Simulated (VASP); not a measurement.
# Au (Pm-3m) in VASP: further runs, part 2 of 2

VASP 6.6.1. Earlier steps stand in the parts before.

**4. Single point, LDA**

This run uses another cell than the first one, of 18.98 Å³/atom, 0.926 times its volume.

The input, INCAR:

```
SYSTEM = Au
  ALGO = Normal
  EDIFF = 1E-6
  ENCUT = 520
  GGA = CA
  ISIF = 2
  ISMEAR = -1
  LASPH = .True.
  LCHARG = .True.
  LELF = .True.
  LREAL = .False.
  LVHAR = .True.
  LWAVE = .False.
  NBANDS = 12
  NELM = 100
  PREC = Accurate
  SIGMA = 0.1
```

The input, KPOINTS:

```
k-points
0
Gamma
  19 19 19
  0 0 0
```

The input, POSCAR:

```
Au
1.0
    2.6673447241      0.0000000000      0.0000000000
    0.0000000000      2.6673447241      0.0000000000
    0.0000000000      0.0000000000      2.6673447241
Au
1
Direct
    0.0000000000      0.0000000000      0.0000000000
```

Started as:

```bash
cat potpaw_LDA.64/Au/POTCAR > POTCAR
mpirun -np 1 vasp_std > vasp.out
```

Wall time 22 s (1 thread of AMD EPYC 7R13 (Zen 3), shared host); peak memory 0.12 GiB.

It converged, with:

```yaml
Free_energy: -4.1725 eV
Pressure: 0.5 GPa
```

Levels at points of the mesh, in eV from the Fermi level:
```csv
k point,band 4,band 5,band 6,band 7,band 8,band 9
"(0.00, 0.00, 0.00)",-1.34,-1.34,-1.34,14.32,14.32,14.32
```

Caveat: spin-orbit coupling is left out, which moves the levels of the heavy elements.

**5. Relaxation of cell and atoms, LDA**

This run uses another cell than the first one, of 18.31 Å³/atom, 0.894 times its volume.

The input, INCAR:

```
  PREC = Accurate
  ENCUT = 600
  EDIFF = 1E-6
  ISMEAR = -1
  SIGMA = 0.1
  LREAL = False
  LASPH = True
  NELM = 60
  ALGO = Normal
  ISIF = 3
  LWAVE = False
  LCHARG = False
  IBRION = 2
  NSW = 80
  EDIFFG = -0.01
```

The input, KPOINTS:

```
regular mesh
0
Gamma
  12 12 12
```

The input, POSCAR:

```
Au
1.0
    2.6358905191      0.0000000000      0.0000000000
    0.0000000000      2.6358905191      0.0000000000
    0.0000000000      0.0000000000      2.6358905191
Au
1
Direct
    0.0000000000      0.0000000000      0.0000000000
```

Potentials or basis: VASP PAW LDA potentials, release 64 (Au).

Started as:

```bash
cat potpaw_LDA.64/Au/POTCAR > POTCAR
mpirun -np 1 vasp_std > vasp.out
```

OUTCAR:

```text
PREC = Accurate
   ENCUT = 600
   EDIFF = 1E-6
   ISMEAR = -1
   LREAL = False
   LASPH = True
   NELM = 60
   ISIF = 3
   IBRION = 2
   NSW = 80
   EDIFFG = -0.01

 ion  position               nearest neighbor table
   1  0.000  0.000  0.000-

  LATTYP: Found a simple cubic cell.
 ALAT       =     2.6358905191

  Lattice vectors:

 A1 = (   2.6358905191,   0.0000000000,   0.0000000000)
 A2 = (   0.0000000000,   2.6358905191,   0.0000000000)
 A3 = (   0.0000000000,   0.0000000000,   2.6358905191)

Analysis of symmetry for initial positions (statically):
=====================================================================
 Subroutine PRICEL returns:
 Original cell was already a primitive cell.

[... 287 lines left out ...]
 fundamental gap:      0.0200940792
 Fermi energy:         7.2131351548

 k-point     1 :       0.0000    0.0000    0.0000
  band No.  band energies     occupation
      1      -1.3073      2.00000
      2       0.9693      2.00000
      3       0.9693      2.00000
      4       5.8292      2.00000
      5       5.8292      2.00000
      6       5.8292      2.00000
      7      21.4671      0.00000
      8      21.4671      0.00000
      9      21.4671      0.00000
[... 265 lines left out ...]
 k-point    24 :       0.4167    0.3333    0.0000
  band No.  band energies     occupation
      1       1.5448      2.00000
      2       1.7015      2.00000
      3       4.4642      2.00000
      4       4.7808      2.00000
      5       4.9528      2.00000
      6       7.7513      0.00916
      7      12.3735      0.00000
      8      17.4133      0.00000
      9      21.5478      0.00000

 [... further k-points ...]

------------------------ aborting loop because EDIFF is reached ----------------------------------------

  FORCE on cell =-STRESS in cart. coord.  units (eV):
  Direction    XX          YY          ZZ          XY          YZ          ZX
  --------------------------------------------------------------------------------------
  -------------------------------------------------------------------------------------
  Total        0.0011365      0.0011365      0.0011365      0.0000000      0.0000000     -0.0000000
  in kB        0.0955851      0.0955851      0.0955851      0.0000000      0.0000000     -0.0000000
  external PRESSURE =       0.0955851 kB  Pullay stress =       0.0000000 kB
[... 16 lines left out ...]
  FREE ENERGIE OF THE ION-ELECTRON SYSTEM (eV)
  ---------------------------------------------------
  free  energy   TOTEN  =        -4.1717148525 eV

  energy  without entropy=       -4.1595358387  energy(sigma->0) =       -4.16562535

 reached required accuracy - stopping structural energy minimisation
```

OSZICAR:

```text
N       E                     dE             d eps       ncg     rms          rms(c)
DAV:   1     0.491964662003E+02    0.49196E+02   -0.62996E+03  1600   0.122E+03
DAV:   2    -0.401911013948E+01   -0.53216E+02   -0.50166E+02  1572   0.214E+02
[... 27 lines left out ...]
   3 F= -.41717111E+01 E0= -.41656278E+01  d E =-.142025E-01
       N       E                     dE             d eps       ncg     rms          rms(c)
DAV:   1    -0.417180623997E+01   -0.95600E-04   -0.16957E-03  1536   0.462E-01    0.602E-02
DAV:   2    -0.417171644927E+01    0.89791E-04   -0.34141E-04  1526   0.177E-01    0.232E-02
DAV:   3    -0.417171479847E+01    0.16508E-05   -0.71854E-06  1509   0.246E-02    0.172E-02
DAV:   4    -0.417171485250E+01   -0.54032E-07   -0.76265E-07  1420   0.642E-03
   4 F= -.41717149E+01 E0= -.41656253E+01  d E =-.142063E-01
```

CONTCAR:

```text
Au
   1.00000000000000
     2.6707120119664021    0.0000000000000000   -0.0000000000000000
     0.0000000000000000    2.6707120119664021    0.0000000000000000
     0.0000000000000000    0.0000000000000000    2.6707120119664021
  Au
     1
Direct
     0.0000000000000000    0.0000000000000000    0.0000000000000000

  0.00000000E+00  0.00000000E+00  0.00000000E+00
```

It took 31 s on 1 thread of AMD EPYC 7R13 (Zen 3), shared host; peak memory 0.12 GiB.

Results:

| Quantity | Value |
| --- | --- |
| Free energy | -4.1717 eV |
| Relaxed volume | 19.05 Å³/atom |
| Relaxed cell | a = 2.671 Å, b = 2.671 Å, c = 2.671 Å, α = 90.00°, β = 90.00°, γ = 90.00° |
| Space group after relaxing (to 0.05 Å) | Pm-3m (No. 221) |
| Energy gained by relaxing | 14.2 meV/atom |
| Ionic steps | 4 |
| Pressure after relaxing | 0.0 GPa |

Step by step:
```csv
step,energy change (eV),largest force (eV/Å),pressure (GPa),volume (Å³)
1,0.0000,0.0000,6.44,18.31
2,0.0200,0.0000,-7.93,20.33
3,-0.0142,0.0000,-0.09,19.06
4,-0.0142,0.0000,0.01,19.05
```

Final structure:
```
CELL_PARAMETERS angstrom
2.67071 0.00000 0.00000
0.00000 2.67071 0.00000
0.00000 0.00000 2.67071
ATOMIC_POSITIONS crystal
Au 0.00000 0.00000 0.00000
```

Caveat: spin-orbit coupling is left out, which moves the levels of the heavy elements.

**6. Summary**

| task | cell | k mesh | cutoff (eV) | gap on the mesh (eV) | pressure (GPa) |
| --- | --- | --- | --- | --- | --- |
| single point | a = 2.737 Å, 1 atom | 13 × 13 × 13 | 520 | none | -8.7 |
| single point | a = 2.770 Å, 1 atom | 13 × 13 × 13 | 520 | none | -11.8 |
| single point | a = 2.667 Å, 1 atom | 19 × 19 × 19 | 520 | none | 0.5 |
| relaxation of cell and atoms | relaxed from a = 2.636 Å, 1 atom | 12 × 12 × 12 | 600 | none | 0.0 |

Alike in all rows: level LDA; potentials or basis VASP PAW LDA potentials, release 64 (Au); no spin polarisation; smearing fermi-dirac 0.1 eV.

Caveats: spin-orbit coupling is left out, which moves the levels of the heavy elements.

Absolute energies hang on the potentials; compare differences alone.
